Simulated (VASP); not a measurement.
# PbO2 (Fm-3m) in VASP: notebook

Aim: see how the results for PbO2 move with the level of theory and the settings. Levels: b88 exchange, pbe correlation, PBE+D4, PBE. Tasks: single point, vibrations by perturbation theory.

Everything below comes from runs of VASP 6.6.1. Logs are shortened: lines on timing, memory, paths and dates and some standing lists are left out, and cuts for length are marked.

## Step 1: The cell of the first run

Symmetry: Fm-3m, No. 225, cubic system. Conventional cell: a = 5.404 Å, b = 5.404 Å, c = 5.404 Å, α = 90.00°, β = 90.00°, γ = 90.00°. Within 3.1 Å of Pb (site symmetry m-3m) lie 8 O at 2.34 Å. O (site symmetry -43m) has 4 Pb at 2.34 Å and 6 O at 2.70 Å within 3.1 Å.

## Step 2: Single point, b88 exchange, pbe correlation

The input, POSCAR:

```
PbO2
1.0
    0.0000000000      2.7019920000      2.7019920000
    2.7019920000      0.0000000000      2.7019920000
    2.7019920000      2.7019920000      0.0000000000
Pb O
1 2
Direct
    0.0000000000      0.0000000000      0.0000000000
    0.7500000000      0.7500000000      0.7500000000
    0.2500000000      0.2500000000      0.2500000000
```

The input, INCAR.step1:

```
SYSTEM = PbO2
ALGO = Normal ; EDIFF = 1E-6
ENCUT = 520 ; GGA = LIBXC
GGA_COMPAT = .FALSE. ; ISIF = 2
ISMEAR = -5 ; LASPH = .TRUE.
LCHARG = .TRUE. ; LIBXC1 = GGA_X_B88
LIBXC2 = GGA_C_PBE ; LORBIT = 11
LREAL = .FALSE. ; LWAVE = .FALSE.
NBANDS = 20 ; NEDOS = 2001
NELM = 120 ; PREC = Accurate
SIGMA = 0.1
```

The input, KPOINTS.step1:

```
k-points
0
G
  9 9 9
  0 0 0
```

The input, INCAR.step2:

```
SYSTEM = PbO2
ALGO = Normal ; EDIFF = 1E-6
ENCUT = 520 ; GGA = LIBXC
GGA_COMPAT = .FALSE. ; ICHARG = 11
ISIF = 2 ; ISMEAR = -5
LASPH = .TRUE. ; LCHARG = .FALSE.
LIBXC1 = GGA_X_B88 ; LIBXC2 = GGA_C_PBE
LORBIT = 11 ; LREAL = .FALSE.
LWAVE = .FALSE. ; NEDOS = 2001
NELM = 120 ; PREC = Accurate
SIGMA = 0.1
```

The input, KPOINTS.step2:

```
k-points
0
G
  14 14 14
  0 0 0
```

Potentials or basis: VASP PAW PBE potentials, release 64 (Pb_d, O).

Run with:

```bash
$ cat potpaw_PBE.64/Pb_d/POTCAR potpaw_PBE.64/O/POTCAR > POTCAR
$ cp INCAR.step1 INCAR
$ cp KPOINTS.step1 KPOINTS
$ mpirun -np 1 vasp_std > vasp.out
$ cp INCAR.step2 INCAR
$ cp KPOINTS.step2 KPOINTS
$ mpirun -np 1 vasp_std > vasp.out
```

OUTCAR:

```text
SYSTEM = PbO2
   EDIFF = 1E-6
   ENCUT = 520
   GGA = LIBXC
   ICHARG = 11
   ISIF = 2
   ISMEAR = -5
   LASPH = .TRUE.
   LORBIT = 11
   LREAL = .FALSE.
   NELM = 120
   PREC = Accurate

 ion  position               nearest neighbor table
   1  0.000  0.000  0.000-   2 2.34   2 2.34   2 2.34   3 2.34   3 2.34   3 2.34   3 2.34   2 2.34

   2  0.750  0.750  0.750-   1 2.34   1 2.34   1 2.34   1 2.34
   3  0.250  0.250  0.250-   1 2.34   1 2.34   1 2.34   1 2.34

  LATTYP: Found a face centered cubic cell.
 ALAT       =     5.4039840000

  Lattice vectors:

 A1 = (   0.0000000000,   2.7019920000,   2.7019920000)
 A2 = (   2.7019920000,   0.0000000000,   2.7019920000)
 A3 = (   2.7019920000,   2.7019920000,   0.0000000000)

Analysis of symmetry for initial positions (statically):
=====================================================================
 Subroutine PRICEL returns:
 Original cell was already a primitive cell.

 Routine SETGRP: Setting up the symmetry group for a
 face centered cubic supercell.

 Subroutine GETGRP returns: Found 48 space group operations
 (whereof 48 operations were pure point group operations)
 out of a pool of 48 trial point group operations.

The static configuration has the point symmetry O_h .

Analysis of symmetry for dynamics (positions and initial velocities):
=====================================================================
 Subroutine PRICEL returns:
 Original cell was already a primitive cell.

 Routine SETGRP: Setting up the symmetry group for a
 face centered cubic supercell.

 Subroutine GETGRP returns: Found 48 space group operations
 (whereof 48 operations were pure point group operations)
 out of a pool of 48 trial point group operations.

The dynamic configuration has the point symmetry O_h .

 Subroutine INISYM returns: Found 48 space group operations
 (whereof 48 operations are pure point group operations),
 and found     1 'primitive' translations

----------------------------------------------------------------------------------------

                                     Primitive cell

  volume of cell :      39.4532

  direct lattice vectors                    reciprocal lattice vectors
     0.000000000  2.701992000  2.701992000    -0.185048660  0.185048660  0.185048660
     2.701992000  0.000000000  2.701992000     0.185048660 -0.185048660  0.185048660
     2.701992000  2.701992000  0.000000000     0.185048660  0.185048660 -0.185048660

  length of vectors
     3.821193732  3.821193732  3.821193732     0.320513682  0.320513682  0.320513682

[... 89 lines left out ...]
   NFREE  =      0    steps in history (QN), initial steepest desc. (CG)
   ISIF   =      2    stress and relaxation
   ISYM   =      2    0-nonsym 1-usesym 2-fastsym
   POTIM  = 0.5000    time-step for ionic-motion
   TEBEG  =    0.0;   TEEND  =   0.0 temperature during run
   PSTRESS=    0.0 pullay stress
   NELECT =      26.0000    total number of electrons
   NUPDOWN=      -1.0000    fix difference up-down
   EMIN   =  10.00;   EMAX   =-10.00  energy-range for DOS
   EFERMI =   0.00;   METHOD = LEGACY
   ISMEAR =    -5;   SIGMA  =   0.10  broadening in eV -4-tet -1-fermi 0-gaus
   EFERMI_NEDOS =   21; number of points for ismear=-14 and -15
   IALGO  =     38    algorithm
   IMIX   =      4    mixing-type and parameters
     AMIX     =   0.40;   BMIX     =  1.00
     AMIX_MAG =   1.60;   BMIX_MAG =  1.00
  volume/ion in A,a.u.               =      13.15        88.75
  Fermi-wavevector in a.u.,A,eV,Ry     =   1.424640  2.692180 27.614384  2.029600
  Thomas-Fermi vector in A             =   2.545110
   LORBIT       =     11    0 simple, 1 ext, 2 COOP (PROOUT), +10 PAW based schemes
   GGA     = LIBXC    functional components
   LHFCALC =     F    Hartree Fock is set to
   AEXX    =    0.0000 exact exchange contribution
   IVDW    =     0    specifies the selected vdW correction
   LEPSILON=     F    determine dielectric tensor
   LRPA    =     F    only Hartree local field effects (RPA)
 non-spin polarized calculation
 Fermi weights with tetrahedron method with Bloechl corrections
  energy-cutoff  :      520.00
  volume of cell :       39.45
 maximum number of plane-waves:      1075

 number of electron      25.9999989 magnetization

 Free energy of the ion-electron system (eV)
  ---------------------------------------------------
  ext. energy  EPLUGINS =         0.00000000
  ---------------------------------------------------
  free energy    TOTEN  =       -15.15870993 eV

  energy without entropy =      -15.15870993  energy(sigma->0) =      -15.15870993

 E-fermi :   5.5171     XC(G=0): -11.1740

 val. band max:        5.5429108530   @ k =  -0.3571   0.5000   0.1429
 cond. band min:       5.5283200398   @ k =   0.1429   0.0714   0.0000
 fundamental gap:     -0.0145908132
 Fermi energy:         5.5170786688

 k-point     1 :       0.0000    0.0000    0.0000
  band No.  band energies     occupation
      1     -12.9277      2.00000
      2     -10.1225      2.00000
      3     -10.1225      2.00000
      4     -10.1225      2.00000
      5     -10.1195      2.00000
      6      -9.8781      2.00000
[... 457 lines left out ...]
      4     -10.0090      2.00000
      5      -9.9009      2.00000
      6      -9.8511      2.00000
[... 9 lines left out ...]
     16      14.0570      0.00000
     17      14.2378      0.00000

 [... further k-points ...]
[... 5 lines left out ...]
  --------------------------------------------------------------------------------------
  -------------------------------------------------------------------------------------
  Total        0.0120608      0.0120608      0.0120608      0.0000000     -0.0000000     -0.0000000
  in kB        0.4897833      0.4897833      0.4897833      0.0000000     -0.0000000     -0.0000000
  external PRESSURE =       0.4897833 kB  Pullay stress =       0.0000000 kB

 VOLUME and BASIS-vectors are now :
 -----------------------------------------------------------------------------
  energy-cutoff  :      520.00
  volume of cell :       39.45
      direct lattice vectors                 reciprocal lattice vectors
     0.000000000  2.701992000  2.701992000    -0.185048660  0.185048660  0.185048660
     2.701992000  0.000000000  2.701992000     0.185048660 -0.185048660  0.185048660
     2.701992000  2.701992000  0.000000000     0.185048660  0.185048660 -0.185048660

 POSITION                                       TOTAL-FORCE (eV/Angst)
 -----------------------------------------------------------------------------------
      0.00000      0.00000      0.00000         0.000000      0.000000      0.000000
      4.05299      4.05299      4.05299        -0.000000      0.000000      0.000000
      1.35100      1.35100      1.35100        -0.000000     -0.000000     -0.000000
 -----------------------------------------------------------------------------------
    total drift:                                0.000000     -0.000000      0.000000

  FREE ENERGIE OF THE ION-ELECTRON SYSTEM (eV)
  ---------------------------------------------------
  free  energy   TOTEN  =       -15.1587099324 eV

  energy  without entropy=      -15.1587099324  energy(sigma->0) =      -15.15870993

 total charge

# of ion       s       p       d       tot
------------------------------------------
    1        1.055   0.661   9.978  11.694
    2        1.590   3.345   0.000   4.935
    3        1.590   3.345   0.000   4.935
--------------------------------------------------
tot          4.236   7.351   9.978  21.565
```

OUTCAR.step1:

```text
SYSTEM = PbO2
   EDIFF = 1E-6
   ENCUT = 520
   GGA = LIBXC
   ISIF = 2
   ISMEAR = -5
   LASPH = .TRUE.
   LORBIT = 11
   LREAL = .FALSE.
   NELM = 120
   PREC = Accurate

[... 780 lines left out ...]

  FREE ENERGIE OF THE ION-ELECTRON SYSTEM (eV)
  ---------------------------------------------------
  free  energy   TOTEN  =       -15.1579116506 eV

  energy  without entropy=      -15.1579116506  energy(sigma->0) =      -15.15791165

 total charge

# of ion       s       p       d       tot
------------------------------------------
    1        1.054   0.661   9.978  11.694
    2        1.590   3.345   0.000   4.936
    3        1.590   3.345   0.000   4.936
--------------------------------------------------
tot          4.235   7.351   9.978  21.565
```

OSZICAR.step1:

```text
N       E                     dE             d eps       ncg     rms          rms(c)
DAV:   1     0.260613838900E+03    0.26061E+03   -0.13639E+04  1432   0.156E+03
DAV:   2     0.570115982434E+01   -0.25491E+03   -0.24303E+03  1500   0.421E+02
DAV:   3    -0.172459634119E+02   -0.22947E+02   -0.22578E+02  1668   0.130E+02
DAV:   4    -0.179042039900E+02   -0.65824E+00   -0.65768E+00  1568   0.224E+01
DAV:   5    -0.179227428296E+02   -0.18539E-01   -0.18540E-01  1864   0.398E+00    0.965E+00
DAV:   6    -0.151804433548E+02    0.27423E+01   -0.11554E+01  2104   0.412E+01    0.300E+00
DAV:   7    -0.151640249060E+02    0.16418E-01   -0.57386E-01  1564   0.820E+00    0.170E+00
DAV:   8    -0.151675099662E+02   -0.34851E-02   -0.17783E-01  1520   0.413E+00    0.855E-01
DAV:   9    -0.151568973053E+02    0.10613E-01   -0.28964E-02  2012   0.203E+00    0.174E-01
DAV:  10    -0.151579051480E+02   -0.10078E-02   -0.58997E-03  1472   0.522E-01    0.846E-02
DAV:  11    -0.151579145276E+02   -0.93796E-05   -0.20885E-04  1592   0.105E-01    0.389E-02
DAV:  12    -0.151579132963E+02    0.12313E-05   -0.58596E-05  1536   0.564E-02    0.138E-02
DAV:  13    -0.151579115835E+02    0.17128E-05   -0.15860E-05  1560   0.266E-02    0.212E-03
DAV:  14    -0.151579116506E+02   -0.67098E-07   -0.43724E-07  1328   0.556E-03
   1 F= -.15157912E+02 E0= -.15157912E+02  d E =0.000000E+00
```

It took 28 s on 1 thread of Intel Xeon 6975P-C (Granite Rapids), shared host; peak memory 0.2 GiB.

What came out:

```
Valence electrons inside the program's atomic spheres : Pb 11.69; O 4.93
```

Levels at points of the mesh, in eV from the Fermi level:
| k point | band 10 | band 11 | band 12 | band 13 | band 14 | band 15 | band 16 | band 17 |
| --- | --- | --- | --- | --- | --- | --- | --- | --- |
| (0.00, 0.00, 0.00) | -1.91 | -1.91 | -1.15 | -1.15 | -1.15 | 7.05 | 7.05 | 7.05 |
| (0.50, 0.00, 0.00) | -2.70 | -2.70 | -1.35 | -1.35 | 2.61 | 7.22 | 9.54 | 9.54 |
| (0.50, 0.50, 0.00) | -4.40 | -0.19 | -0.08 | -0.08 | 1.72 | 6.25 | 9.57 | 10.86 |

Caveat: the PAW data sets were made with another functional, which shifts forces and pressure a little; spin-orbit coupling is left out, which moves the levels of the heavy elements; tetrahedron occupations give inexact forces and stress in metals.

## Step 3: Single point, PBE+D4, collinear spin, zero start

POSCAR is that of step 2.

The input, INCAR.step1:

```
SYSTEM = PbO2
PREC = Accurate
ENCUT = 520
EDIFF = 1E-6
ISMEAR = -1
SIGMA = 0.025
LREAL = .False.
LASPH = .True.
NELM = 200
ALGO = Normal
ISIF = 2
LWAVE = .False.
LCHARG = .True.
ISPIN = 2
MAGMOM = 0 0 0
GGA = PE
IVDW = 13
NBANDS = 24
GGA_COMPAT = .False.
NEDOS = 2001
LORBIT = 11
```

The input, KPOINTS.step1:

```
regular mesh
0
Gamma
  9 9 9
  0 0 0
```

The input, INCAR.step2:

```
SYSTEM = PbO2
PREC = Accurate
ENCUT = 520
EDIFF = 1E-6
ISMEAR = -5
SIGMA = 0.025
LREAL = .False.
LASPH = .True.
NELM = 200
ALGO = Normal
ISIF = 2
LWAVE = .False.
LCHARG = .False.
ISPIN = 2
MAGMOM = 0 0 0
LORBIT = 11
GGA = PE
IVDW = 13
NBANDS = 24
NEDOS = 2001
ICHARG = 11
GGA_COMPAT = .False.
```

The input, KPOINTS.step2:

```
regular mesh
0
Gamma
  14 14 14
  0 0 0
```

Potentials or basis: VASP PAW PBE potentials, release 64 (Pb_d, O).

Run with:

```bash
$ cat potpaw_PBE.64/Pb_d/POTCAR potpaw_PBE.64/O/POTCAR > POTCAR
$ cp INCAR.step1 INCAR
$ cp KPOINTS.step1 KPOINTS
$ mpirun -np 1 vasp_std > vasp.out
$ cp INCAR.step2 INCAR
$ cp KPOINTS.step2 KPOINTS
$ mpirun -np 1 vasp_std > vasp.out
```

Run time: 2.2 min. Hardware: 1 thread of Intel Xeon Platinum 8488C (Sapphire Rapids), shared host; peak memory 0.27 GiB.

It converged, with:

| Property | Result |
| --- | --- |
| Net moment | 0.00 μB per cell |
| Valence electrons inside the program's atomic spheres | Pb 11.69; O 4.94 |
| Dispersion energy per atom | -0.272 eV |

Levels at points of the mesh, in eV from the Fermi level:
Spin up:
```tsv
k point	band 11	band 12	band 13	band 14	band 15	band 16
(0.00, 0.00, 0.00)	-1.91	-1.15	-1.15	-1.15	7.05	7.05
(0.50, 0.00, 0.00)	-2.70	-1.35	-1.35	2.62	7.19	9.55
(0.50, 0.50, 0.00)	-0.19	-0.08	-0.08	1.73	6.25	9.51
```
Spin down:
| k point | band 10 | band 11 | band 12 | band 13 | band 14 | band 15 | band 16 | band 17 |
| --- | --- | --- | --- | --- | --- | --- | --- | --- |
| (0.00, 0.00, 0.00) | -1.91 | -1.91 | -1.15 | -1.15 | -1.15 | 7.05 | 7.05 | 7.05 |
| (0.50, 0.00, 0.00) | -2.70 | -2.70 | -1.35 | -1.35 | 2.62 | 7.19 | 9.55 | 9.55 |
| (0.50, 0.50, 0.00) | -4.40 | -0.19 | -0.08 | -0.08 | 1.73 | 6.25 | 9.51 | 10.87 |

Caveat: spin-orbit coupling is left out, which moves the levels of the heavy elements; tetrahedron occupations give inexact forces and stress in metals.

## Step 4: Vibrations by perturbation theory, PBE

The input, INCAR:

```
PREC = Accurate
ENCUT = 520
EDIFF = 1E-8
ISMEAR = -1
SIGMA = 0.05
LREAL = F
LASPH = T
NELM = 80
ALGO = Normal
ISIF = 2
LWAVE = F
LCHARG = T
GGA = PE
NBANDS = 20
IBRION = 8
NSW = 1
```

The input, KPOINTS:

```
Automatic mesh
0
Gamma
  8 8 8
```

POSCAR is that of step 3.

Potentials or basis: VASP PAW PBE potentials, release 64 (Pb_d, O).

Run with:

```bash
$ cat potpaw_PBE.64/Pb_d/POTCAR potpaw_PBE.64/O/POTCAR > POTCAR
$ mpirun -np 1 vasp_std > vasp.out
```

OUTCAR:

```text
PREC = Accurate
   ENCUT = 520
   EDIFF = 1E-8
   ISMEAR = -1
   LREAL = F
   LASPH = T
   NELM = 80
   ISIF = 2
   GGA = PE
   IBRION = 8
   NSW = 1

 ion  position               nearest neighbor table
   1  0.000  0.000  0.000-   2 2.34   2 2.34   2 2.34   3 2.34   3 2.34   3 2.34   3 2.34   2 2.34

   2  0.750  0.750  0.750-   1 2.34   1 2.34   1 2.34   1 2.34
   3  0.250  0.250  0.250-   1 2.34   1 2.34   1 2.34   1 2.34

  LATTYP: Found a face centered cubic cell.
 ALAT       =     5.4039840000

  Lattice vectors:

 A1 = (   0.0000000000,   2.7019920000,   2.7019920000)
 A2 = (   2.7019920000,   0.0000000000,   2.7019920000)
 A3 = (   2.7019920000,   2.7019920000,   0.0000000000)

Analysis of symmetry for initial positions (statically):
[... 796 lines left out ...]
          X           Y           Z          XY          YZ          ZX
  --------------------------------------------------------------------------------
  x     0.00000     0.00000     0.00000     0.00000    -1.72871     0.00000
  y     0.00000     0.00000     0.00000     0.00000     0.00000    -1.72871
  z     0.00000     0.00000     0.00000    -1.72871     0.00000     0.00000

 SECOND DERIVATIVES (NOT SYMMETRIZED)
 ------------------------------------
               1X          1Y          1Z          2X          2Y          2Z          3X          3Y          3Z
  1X    -6.251896    0.000000    0.000000    3.125948    0.000000    0.000000    3.125948    0.000000    0.000000
  1Y     0.000000   -6.251896    0.000000    0.000000    3.125948    0.000000    0.000000    3.125948    0.000000
  1Z     0.000000    0.000000   -6.251896    0.000000    0.000000    3.125948    0.000000    0.000000    3.125948
  2X     3.135049    0.000000    0.000000   -6.636244    0.000000    0.000000    3.501194    0.000000    0.000000
  2Y     0.000000    3.135049    0.000000    0.000000   -6.636244    0.000000    0.000000    3.501194    0.000000
  2Z     0.000000    0.000000    3.135049    0.000000    0.000000   -6.636244    0.000000    0.000000    3.501194
  3X     3.135049    0.000000    0.000000    3.501194    0.000000    0.000000   -6.636244    0.000000    0.000000
  3Y     0.000000    3.135049    0.000000    0.000000    3.501194    0.000000    0.000000   -6.636244    0.000000
  3Z     0.000000    0.000000    3.135049    0.000000    0.000000    3.501194    0.000000    0.000000   -6.636244

 Eigenvectors and eigenvalues of the dynamical matrix
 ----------------------------------------------------

   1 f  =   12.443852 THz    78.187028 2PiTHz  415.082221 cm-1    51.463613 meV
             X         Y         Z           dx          dy          dz
      0.000000  0.000000  0.000000     0.000000    0.000000    0.000000
      4.052988  4.052988  4.052988    -0.706978   -0.013476   -0.000000
      1.350996  1.350996  1.350996     0.706978    0.013476   -0.000000
[... 43 lines left out ...]
   9 f/i=    0.003675 THz     0.023088 2PiTHz    0.122572 cm-1     0.015197 meV
             X         Y         Z           dx          dy          dz
      0.000000  0.000000  0.000000    -0.247898   -0.830936    0.338599
      4.052988  4.052988  4.052988    -0.068787   -0.230569    0.093955
      1.350996  1.350996  1.350996    -0.068787   -0.230569    0.093955

--------------------------------------------------------------------------------------------------------

 ELASTIC MODULI CONTR FROM IONIC RELAXATION (kBar)
 Direction    XX          YY          ZZ          XY          YZ          ZX
 --------------------------------------------------------------------------------
 XX          -0.0000     -0.0000     -0.0000      0.0000      0.0000      0.0000
 YY          -0.0000     -0.0000     -0.0000      0.0000      0.0000      0.0000
 ZZ          -0.0000     -0.0000     -0.0000      0.0000      0.0000      0.0000
 XY           0.0000      0.0000      0.0000    -23.9429     -0.0000      0.0000
 YZ           0.0000      0.0000      0.0000     -0.0000    -23.9429     -0.0000
 ZX           0.0000      0.0000      0.0000     -0.0000     -0.0000    -23.9429
 --------------------------------------------------------------------------------
```

Wall time 5.8 min (1 thread of Intel Xeon 8259CL, shared host); peak memory 0.29 GiB.

Results:

```
Highest phonon frequency at Γ, LO-TO splitting left out : 415 cm⁻¹
```

Phonon frequencies in cm⁻¹ (negative: imaginary):
| q point | frequencies |
| --- | --- |
| (0.000, 0.000, 0.000) | 0 0 0 248 248 248 415 415 415 |

Caveat: spin-orbit coupling is left out, which moves the levels of the heavy elements.
